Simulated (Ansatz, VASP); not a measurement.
## Two plane-wave programs on Yb

Contents of INCAR:

```
PREC = Accurate ; ENCUT = 520
EDIFF = 1E-7 ; ISMEAR = -1
SIGMA = 0.1 ; LREAL = False
LASPH = True ; NELM = 100
ALGO = Normal ; ISIF = 2
LWAVE = False ; LCHARG = True
GGA = PS ; LELF = True
LVHAR = True ; NBANDS = 43
```

The input KPOINTS:

```
Automatic mesh
0
Gamma
  7 7 11
```

The input POSCAR:

```
Yb
1.0
    5.4841205680      0.0000000000      0.0000000000
   -2.7420602840      4.7493877293      0.0000000000
    0.0000000000      0.0000000000      3.2556472726
Yb
3
Direct
    1.0000000000      1.0000000000      0.0000000000
    0.3333333333      0.6666666667      0.5000000000
    0.6666666667      0.3333333333      0.5000000000
```

Input for Ansatz:

```yaml
crystal:
  lattice:
    - [5.484120568, 0.0, 0.0]
    - [-2.742060284, 4.7493877293, 0.0]
    - [0.0, 0.0, 3.2556472726]
  atoms:
    - { symbol: Yb, position: [1.0, 1.0, 0.0] }
    - { symbol: Yb, position: [0.3333333333, 0.6666666667, 0.5] }
    - { symbol: Yb, position: [0.6666666667, 0.3333333333, 0.5] }
hamiltonian:
  xc: pbesol
  pseudopotentials:
    kind: paw
    azcp:
      Yb: "pseudopotentials/Yb.paw.azcp"
basis:
  ecutwfc: 420
  fft_grid_basis: typed
kpoints:
  mp_grid: { grid: [7, 7, 11], shift: [0, 0, 0] }
magnetization:
  spin_polarized: false
scf:
  occupations: { method: fermi_dirac, width: 0.1 }
  lower_state_search: "off"
output:
  stress: true
```

Alike in both runs: task single point; functional PBEsol; k mesh 7 × 7 × 11; occupations fermi-dirac, width 0.1 eV; no spin polarisation.

|  | VASP | Ansatz |
| --- | --- | --- |
| version | VASP 6.6.1 | Ansatz 0.2.0 |
| potentials or method | VASP PAW PBE potentials, release 64 (Yb), cutoff 520 eV | plane waves (420 eV) with PAW, scalar-relativistic |
| valence electrons in the cell | 72 | 72 |

```tsv
	VASP	Ansatz	Ansatz less VASP
pressure (GPa)	3.3	3.5	+0.19
traceless stress, the component that is largest in VASP (GPa)	-0.15	-0.16	-0.008
```

VASP's potentials were made for PBE, not for PBEsol, and Ansatz warns of the same on its side. The functional is the same, so the differences come from potentials, cutoffs and numerics.

Spin-orbit coupling is off throughout.
